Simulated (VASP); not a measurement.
# InP (F-43m) in VASP: further runs, part 2 of 3

VASP 6.6.1.

## (3) Band structure, HSE03

Input file POSCAR:

```
InP
1.0
    0.0000000000      2.9305000000      2.9305000000
    2.9305000000      0.0000000000      2.9305000000
    2.9305000000      2.9305000000      0.0000000000
In P
1 1
Direct
    0.0000000000      0.0000000000      0.0000000000
    0.7500000000      0.7500000000      0.7500000000
```

Input file INCAR.step1:

```
SYSTEM = InP
PREC     = Accurate       ! precision mode
ENCUT    = 520            ! plane-wave cutoff, eV
EDIFF    = 1E-5           ! SCF threshold, eV
ISMEAR   = 0              ! smearing method
SIGMA    = 0.02           ! smearing width, eV
LREAL    = .False.        ! projectors in reciprocal space
LASPH    = .True.         ! aspherical terms in the spheres
NELM     = 80             ! most SCF steps
ALGO     = Normal         ! electronic algorithm
ISIF     = 2              ! what is computed and relaxed
LWAVE    = .True.         ! write WAVECAR
LCHARG   = .False.        ! write CHGCAR
GGA      = PE             ! functional
KPAR     = 4
```

Input file INCAR.step2:

```
SYSTEM = InP
PREC     = Accurate       ! precision mode
ENCUT    = 520            ! plane-wave cutoff, eV
EDIFF    = 1E-6           ! SCF threshold, eV
ISMEAR   = 0              ! smearing method
SIGMA    = 0.02           ! smearing width, eV
LREAL    = .False.        ! projectors in reciprocal space
LASPH    = .True.         ! aspherical terms in the spheres
NELM     = 80             ! most SCF steps
ALGO     = Normal         ! electronic algorithm
ISIF     = 2              ! what is computed and relaxed
LWAVE    = .False.        ! write WAVECAR
LCHARG   = .False.        ! write CHGCAR
GGA      = PE             ! functional
LHFCALC  = .True.         ! exact exchange
HFSCREEN = 0.3            ! screening, 1/A
PRECFOCK = Fast         
ISTART   = 1            
KPAR     = 4
```

Input file KPOINTS:

```
regular mesh
0
Gamma
  6 6 6
  0 0 0
```

Input file KPOINTS_OPT:

```
path GXWKGLUWLK,UX
12
line-mode
reciprocal
 0.0000000000  0.0000000000  0.0000000000  G
 0.5000000000  0.0000000000  0.5000000000  X

 0.5000000000  0.0000000000  0.5000000000  X
 0.5000000000  0.2500000000  0.7500000000  W

 0.5000000000  0.2500000000  0.7500000000  W
 0.3750000000  0.3750000000  0.7500000000  K

 0.3750000000  0.3750000000  0.7500000000  K
 0.0000000000  0.0000000000  0.0000000000  G

 0.0000000000  0.0000000000  0.0000000000  G
 0.5000000000  0.5000000000  0.5000000000  L

 0.5000000000  0.5000000000  0.5000000000  L
 0.6250000000  0.2500000000  0.6250000000  U

 0.6250000000  0.2500000000  0.6250000000  U
 0.5000000000  0.2500000000  0.7500000000  W

 0.5000000000  0.2500000000  0.7500000000  W
 0.5000000000  0.5000000000  0.5000000000  L

 0.5000000000  0.5000000000  0.5000000000  L
 0.3750000000  0.3750000000  0.7500000000  K

 0.6250000000  0.2500000000  0.6250000000  U
 0.5000000000  0.0000000000  0.5000000000  X
```

Potentials or basis: VASP PAW PBE potentials, release 64 (In_d, P).

The run is started by

```bash
$ cat potpaw_PBE.64/In_d/POTCAR potpaw_PBE.64/P/POTCAR > POTCAR
$ cp INCAR.step1 INCAR
$ mpirun -np 4 vasp_std > vasp.out
$ cp INCAR.step2 INCAR
$ mpirun -np 4 vasp_std > vasp.out
```

OUTCAR:

```text
SYSTEM = InP
   PREC = Accurate
   ENCUT = 520
   EDIFF = 1E-6
   ISMEAR = 0
   LREAL = .False.
   LASPH = .True.
   NELM = 80
   ISIF = 2
   GGA = PE
   LHFCALC = .True.
   HFSCREEN = 0.3
   PRECFOCK = Fast
   ISTART = 1

 ion  position               nearest neighbor table
   1  0.000  0.000  0.000-   2 2.54   2 2.54   2 2.54   2 2.54
   2  0.750  0.750  0.750-   1 2.54   1 2.54   1 2.54   1 2.54

  LATTYP: Found a face centered cubic cell.
 ALAT       =     5.8610000000

  Lattice vectors:

 A1 = (   0.0000000000,   2.9305000000,   2.9305000000)
 A2 = (   2.9305000000,   0.0000000000,   2.9305000000)
 A3 = (   2.9305000000,   2.9305000000,   0.0000000000)

Analysis of symmetry for initial positions (statically):
=====================================================================
 Subroutine PRICEL returns:
 Original cell was already a primitive cell.

 Routine SETGRP: Setting up the symmetry group for a
 face centered cubic supercell.

 Subroutine GETGRP returns: Found 24 space group operations
 (whereof 24 operations were pure point group operations)
 out of a pool of 48 trial point group operations.

The static configuration has the point symmetry T_d .

Analysis of symmetry for dynamics (positions and initial velocities):
=====================================================================
 Subroutine PRICEL returns:
 Original cell was already a primitive cell.

 Routine SETGRP: Setting up the symmetry group for a
 face centered cubic supercell.

 Subroutine GETGRP returns: Found 24 space group operations
 (whereof 24 operations were pure point group operations)
 out of a pool of 48 trial point group operations.

The dynamic configuration has the point symmetry T_d .

 Subroutine INISYM returns: Found 24 space group operations
 (whereof 24 operations are pure point group operations),
 and found     1 'primitive' translations

----------------------------------------------------------------------------------------

                                     Primitive cell

  volume of cell :      50.3333

  direct lattice vectors                    reciprocal lattice vectors
     0.000000000  2.930500000  2.930500000    -0.170619348  0.170619348  0.170619348
     2.930500000  0.000000000  2.930500000     0.170619348 -0.170619348  0.170619348
     2.930500000  2.930500000  0.000000000     0.170619348  0.170619348 -0.170619348

  length of vectors
     4.144352845  4.144352845  4.144352845     0.295521380  0.295521380  0.295521380

  position of ions in fractional coordinates (direct lattice)
     0.000000000  0.000000000  0.000000000
     0.750000000  0.750000000  0.750000000

  ion indices of the primitive-cell ions
   primitive index   ion index
                 1           1
                 2           2

----------------------------------------------------------------------------------------

 KPOINTS: regular mesh

Automatic generation of k-mesh.
 Grid dimensions read from file:
 generate k-points for:    6    6    6

 Generating k-lattice:

  Cartesian coordinates                     Fractional coordinates (reciprocal lattice)
[... 39 lines left out ...]
   NGX,Y,Z   is equivalent  to a cutoff of  12.84, 12.84, 12.84 a.u.
   NGXF,Y,Z  is equivalent  to a cutoff of  25.67, 25.67, 25.67 a.u.
 SYSTEM =  InP
   PREC   = accura    normal or accurate (medium, high low for compatibility)
   ISTART =      1    job   : 0-new  1-cont  2-samecut
   ICHARG =      0    charge: 1-file 2-atom 10-const
   ISPIN  =      1    spin polarized calculation?
   LNONCOLLINEAR =      F non collinear calculations
   LSORBIT =      F    spin-orbit coupling
   LASPH  =      T    aspherical Exc in radial PAW
   ENCUT  =  520.0 eV  38.22 Ry    6.18 a.u.   7.71  7.71  7.71*2*pi/ulx,y,z
   NELM   =     80;   NELMIN=  2; NELMDL=  0     # of ELM steps
   EDIFF  = 0.1E-05   stopping-criterion for ELM
   LREAL  =      F    real-space projection
   EDIFFG = 0.1E-04   stopping-criterion for IOM
   NSW    =      0    number of steps for IOM
   IBRION =     -1    ionic relax: 0-MD 1-quasi-New 2-CG
   NFREE  =      0    steps in history (QN), initial steepest desc. (CG)
   ISIF   =      2    stress and relaxation
   ISYM   =      3    0-nonsym 1-usesym 2-fastsym
   POTIM  = 0.5000    time-step for ionic-motion
   TEBEG  =    0.0;   TEEND  =   0.0 temperature during run
   PSTRESS=    0.0 pullay stress
   NELECT =      18.0000    total number of electrons
   NUPDOWN=      -1.0000    fix difference up-down
   EMIN   =  10.00;   EMAX   =-10.00  energy-range for DOS
   EFERMI =   0.00;   METHOD = LEGACY
   ISMEAR =     0;   SIGMA  =   0.02  broadening in eV -4-tet -1-fermi 0-gaus
   EFERMI_NEDOS =   21; number of points for ismear=-14 and -15
   IALGO  =     38    algorithm
   IMIX   =      1    mixing-type and parameters
     AMIX     =   0.40;   BMIX     =  1.00
     AMIX_MAG =   1.60;   BMIX_MAG =  1.00
  volume/ion in A,a.u.               =      25.17       169.83
  Fermi-wavevector in a.u.,A,eV,Ry     =   1.162021  2.195901 18.371846  1.350293
  Thomas-Fermi vector in A             =   2.298587
   LORBIT       =      0    0 simple, 1 ext, 2 COOP (PROOUT), +10 PAW based schemes
   GGA     = PE    functional components
   LHFCALC =     T    Hartree Fock is set to
   PRECFOCK=fast      Normal, Fast or Accurate (Low or Medium for compatibility)
   ENCUT4O =  -1.0   cutoff for four orbital integrals eV
   NKREDX  =     1    reduce k-point grid by
   NKREDY  =     1    reduce k-point grid by
   NKREDZ  =     1    reduce k-point grid by
   AEXX    =    0.2500 exact exchange contribution
   HFSCREEN=    0.3000 screening length (either q_TF or 0.3 A-1)
   HFSCREENC=   0.3000 screening length for correlation (either q_TF or 0.3 A-1)
   ENCUTFOCK=  -1.0 apply spherical cutoff to Coloumb kernel
   IVDW    =     0    specifies the selected vdW correction
   LEPSILON=     F    determine dielectric tensor
   LRPA    =     F    only Hartree local field effects (RPA)
 non-spin polarized calculation
 Gauss-broadening in eV      SIGMA  =   0.02
  energy-cutoff  :      520.00
  volume of cell :       50.33
 maximum number of plane-waves:      1380
  NGX = 18; NGY = 18; NGZ = 18

 number of electron      18.0000005 magnetization

 Free energy of the ion-electron system (eV)
  ---------------------------------------------------
  ext. energy  EPLUGINS =         0.00000000
  ---------------------------------------------------
  free energy    TOTEN  =        -9.67148215 eV

  energy without entropy =       -9.67148215  energy(sigma->0) =       -9.67148215

 E-fermi :   4.9681     XC(G=0):  -7.8682

 val. band max:        4.8587574388   @ k =   0.0000   0.0000   0.0000
 cond. band min:       6.1956335163   @ k =   0.0000   0.0000   0.0000
 fundamental gap:      1.3368760775
 Fermi energy:         4.9681376985

 k-point     1 :       0.0000    0.0000    0.0000
  band No.  band energies     occupation
      1     -10.9248      2.00000
      2     -10.9248      2.00000
      3     -10.9248      2.00000
      4     -10.7638      2.00000
      5     -10.7638      2.00000
      6      -7.7681      2.00000
      7       4.8588      2.00000
      8       4.8588      2.00000
      9       4.8588      2.00000
     10       6.1956      0.00000
     11       9.5921      0.00000
     12       9.5921      0.00000
     13       9.5921      0.00000
[... 226 lines left out ...]
  band No.  band energies     occupation
      1     -11.0834      2.00000
      2     -10.8504      2.00000
      3     -10.8257      2.00000
      4     -10.7926      2.00000
      5     -10.7425      2.00000
      6      -5.1399      2.00000
      7      -1.1618      2.00000
      8       1.8430      2.00000
      9       1.8901      2.00000
     10       8.6632      0.00000
     11       9.1577      0.00000
     12      12.4505      0.00000
     13      12.7243      0.00000

------------------------ aborting loop because EDIFF is reached ----------------------------------------

  FORCE on cell =-STRESS in cart. coord.  units (eV):
  Direction    XX          YY          ZZ          XY          YZ          ZX
  --------------------------------------------------------------------------------------
  -------------------------------------------------------------------------------------
  Total        0.5055727      0.5055727      0.5055727      0.0000000     -0.0000000      0.0000000
  in kB       16.0930738     16.0930738     16.0930738      0.0000000     -0.0000000      0.0000000
  external PRESSURE =      16.0930738 kB  Pullay stress =       0.0000000 kB

 VOLUME and BASIS-vectors are now :
 -----------------------------------------------------------------------------
  energy-cutoff  :      520.00
  volume of cell :       50.33
      direct lattice vectors                 reciprocal lattice vectors
     0.000000000  2.930500000  2.930500000    -0.170619348  0.170619348  0.170619348
     2.930500000  0.000000000  2.930500000     0.170619348 -0.170619348  0.170619348
     2.930500000  2.930500000  0.000000000     0.170619348  0.170619348 -0.170619348

 POSITION                                       TOTAL-FORCE (eV/Angst)
 -----------------------------------------------------------------------------------
      0.00000      0.00000      0.00000        -0.000000     -0.000000     -0.000000
      4.39575      4.39575      4.39575         0.000000      0.000000      0.000000
 -----------------------------------------------------------------------------------
    total drift:                               -0.000051     -0.000046     -0.000029

  FREE ENERGIE OF THE ION-ELECTRON SYSTEM (eV)
  ---------------------------------------------------
  free  energy   TOTEN  =        -9.6714821550 eV

  energy  without entropy=       -9.6714821550  energy(sigma->0) =       -9.67148215
```

Run time: 15 min. Hardware: 4 MPI ranks of Intel Xeon 6975P-C (Granite Rapids), shared host; peak memory 0.39 GiB.

What came out:

```yaml
Free_energy: -9.6715 eV
Pressure: 1.6 GPa
Band_gap_on_the_k_mesh: 1.34 eV
Band_gap_along_the_path: 1.34 eV
```

Levels at the corners of the path, in eV from the valence-band top:
```tsv
point	band 6	band 7	band 8	band 9	band 10	band 11	band 12	band 13
Γ	-12.63	0.00	0.00	0.00	1.34	4.73	4.73	4.73
X	-10.06	-6.15	-2.50	-2.50	2.21	2.82	10.19	10.67
X	-10.06	-6.15	-2.50	-2.50	2.21	2.82	10.19	10.67
W	-9.98	-5.97	-3.17	-3.10	4.86	5.19	6.30	6.84
W	-9.98	-5.97	-3.17	-3.10	4.86	5.19	6.30	6.84
K	-10.07	-5.98	-3.54	-2.08	2.88	5.09	8.34	8.38
K	-10.07	-5.98	-3.54	-2.08	2.88	5.09	8.34	8.38
Γ	-12.63	0.00	0.00	0.00	1.34	4.73	4.73	4.73
Γ	-12.63	0.00	0.00	0.00	1.34	4.73	4.73	4.73
L	-10.77	-6.15	-1.04	-1.04	2.09	5.46	5.46	7.83
L	-10.77	-6.15	-1.04	-1.04	2.09	5.46	5.46	7.83
U	-10.07	-5.98	-3.54	-2.08	2.88	5.09	8.34	8.38
U	-10.07	-5.98	-3.54	-2.08	2.88	5.09	8.34	8.38
W	-9.98	-5.97	-3.17	-3.10	4.86	5.19	6.30	6.84
W	-9.98	-5.97	-3.17	-3.10	4.86	5.19	6.30	6.84
L	-10.77	-6.15	-1.04	-1.04	2.09	5.46	5.46	7.83
L	-10.77	-6.15	-1.04	-1.04	2.09	5.46	5.46	7.83
K	-10.07	-5.98	-3.54	-2.08	2.88	5.09	8.34	8.38
U	-10.07	-5.98	-3.54	-2.08	2.88	5.09	8.34	8.38
X	-10.06	-6.15	-2.50	-2.50	2.21	2.82	10.19	10.67
```

Caveat: the PAW data sets were made with another functional, which shifts forces and pressure a little; spin-orbit coupling is left out, which moves the levels of the heavy elements.

## (4) Elastic constants, PBEsol

Input file INCAR:

```
PREC     = Accurate       # precision mode
ENCUT    = 600            # plane-wave cutoff, eV
EDIFF    = 1E-8           # SCF threshold, eV
ISMEAR   = -1             # smearing method
SIGMA    = 0.05           # smearing width, eV
LREAL    = False          # projectors in reciprocal space
LASPH    = True           # aspherical terms in the spheres
NELM     = 80             # most SCF steps
ALGO     = Normal         # electronic algorithm
ISIF     = 3              # what is computed and relaxed
LWAVE    = False          # write WAVECAR
LCHARG   = False          # write CHGCAR
GGA      = PS             # functional
NBANDS   = 16             # bands
IBRION   = 6              # ionic algorithm
NFREE    = 2            
POTIM    = 0.015          # step
NSW      = 1              # ionic steps
```

Input file KPOINTS:

```
regular mesh
0
Gamma
  6 6 6
```

POSCAR is that of step 3.

Potentials or basis: VASP PAW PBE potentials, release 64 (In_d, P).

The run is started by

```bash
$ cat potpaw_PBE.64/In_d/POTCAR potpaw_PBE.64/P/POTCAR > POTCAR
$ mpirun -np 1 vasp_std > vasp.out
```

OUTCAR:

```text
PREC = Accurate
   ENCUT = 600
   EDIFF = 1E-8
   ISMEAR = -1
   LREAL = False
   LASPH = True
   NELM = 80
   ISIF = 3
   GGA = PS
   IBRION = 6
   NFREE = 2
   POTIM = 0.015
   NSW = 1

 ion  position               nearest neighbor table
   1  0.000  0.000  0.000-   2 2.54   2 2.54   2 2.54   2 2.54
   2  0.750  0.750  0.750-   1 2.54   1 2.54   1 2.54   1 2.54
[... 896 lines left out ...]
             X         Y         Z           dx          dy          dz
      0.000000  0.000000  0.000000     0.000000    0.000000   -0.460854
      4.395750  4.395750  4.395750     0.000000    0.000000    0.887476
[... 21 lines left out ...]
   6 f/i=    0.000699 THz     0.004393 2PiTHz    0.023320 cm-1     0.002891 meV
             X         Y         Z           dx          dy          dz
      0.000000  0.000000  0.000000    -0.036644   -0.176650   -0.868945
      4.395750  4.395750  4.395750    -0.019029   -0.091732   -0.451231

--------------------------------------------------------------------------------------------------------

 ELASTIC MODULI CONTR FROM IONIC RELAXATION (kBar)
 Direction    XX          YY          ZZ          XY          YZ          ZX
 --------------------------------------------------------------------------------
 XX          -0.0000     -0.0000     -0.0000      0.0000      0.0000      0.0000
 YY          -0.0000     -0.0000     -0.0000      0.0000      0.0000      0.0000
 ZZ          -0.0000     -0.0000     -0.0000      0.0000      0.0000      0.0000
 XY           0.0000      0.0000      0.0000   -263.9444      0.0000      0.0000
 YZ           0.0000      0.0000      0.0000      0.0000   -263.9444      0.0000
 ZX           0.0000      0.0000      0.0000      0.0000      0.0000   -263.9444
 --------------------------------------------------------------------------------

 TOTAL ELASTIC MODULI (kBar)
 Direction    XX          YY          ZZ          XY          YZ          ZX
 --------------------------------------------------------------------------------
 XX         972.0271    551.5887    551.5887      0.0000      0.0000      0.0000
 YY         551.5887    972.0271    551.5887      0.0000      0.0000     -0.0000
 ZZ         551.5887    551.5887    972.0271     -0.0000      0.0000      0.0000
 XY           0.0000      0.0000     -0.0000    436.0957      0.0000      0.0000
 YZ           0.0000      0.0000      0.0000      0.0000    436.0957      0.0000
 ZX           0.0000     -0.0000      0.0000      0.0000      0.0000    436.0957
 --------------------------------------------------------------------------------
```

Wall time 9.7 min (1 thread of Intel Xeon Platinum 8259CL at 2.50GHz (Skylake/Cascade Lake), shared host); peak memory 0.29 GiB.

What came out:

```
Elastic constants C11, C12, C44                         : 97, 55, 44 GPa
Voigt bulk modulus                                      : 69 GPa
Highest phonon frequency at Γ, LO-TO splitting left out : 299 cm⁻¹
```

Phonon frequencies in cm⁻¹ (negative: imaginary):
```csv
q point,frequencies
"(0.000, 0.000, 0.000)",0 0 0 299 299 299
```

Elastic tensor in Voigt notation (GPa, in the Cartesian axes of the cell as first typed):
```
97 55 55  0  0  0
55 97 55  0  0  0
55 55 97  0  0  0
 0  0  0 44  0  0
 0  0  0  0 44  0
 0  0  0  0  0 44
```

Clamped-ion elastic tensor (GPa):
```
97 55 55  0  0  0
55 97 55  0  0  0
55 55 97  0  0  0
 0  0  0 70  0  0
 0  0  0  0 70  0
 0  0  0  0  0 70
```

Caveat: the PAW data sets were made with another functional, which shifts forces and pressure a little; spin-orbit coupling is left out, which moves the levels of the heavy elements.

(Continued in part 3 of 3.)
